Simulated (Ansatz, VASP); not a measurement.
**Ta: VASP beside Ansatz**

```
Ta
1.0
    -1.65128    1.65128    1.65128
     1.65128   -1.65128    1.65128
     1.65128    1.65128   -1.65128
Ta
1
Cartesian
  0.0000 0.0000 0.0000
```

Alike in both runs: functional PBE0; k mesh 8 × 8 × 8; occupations fermi-dirac, width 0.15 eV; no spin polarisation.

|  | VASP | Ansatz |
| --- | --- | --- |
| version | VASP 6.6.1 | Ansatz 0.2.0 |
| potentials or method | VASP PAW PBE potentials, release 64 (Ta_pv) | Ansatz PAW |
| plane-wave cutoff (eV) | 400 | 420 |
| valence electrons in the cell | 11 | 13 |
| task | single point | electrostatic potential |

|  | VASP | Ansatz | Ansatz less VASP |
| --- | --- | --- | --- |
| gap on the k mesh at the Fermi level (eV) | none | none | - |
| pressure (GPa) | -2.3 | -0.7 | +1.66 |

A gap of «none» marks a metal or a gap that the smearing closes. VASP's potentials hold 11 valence electrons a cell and Ansatz's 13, so a difference there can come from the potentials and not from the codes.

Neither program's run includes spin-orbit coupling.
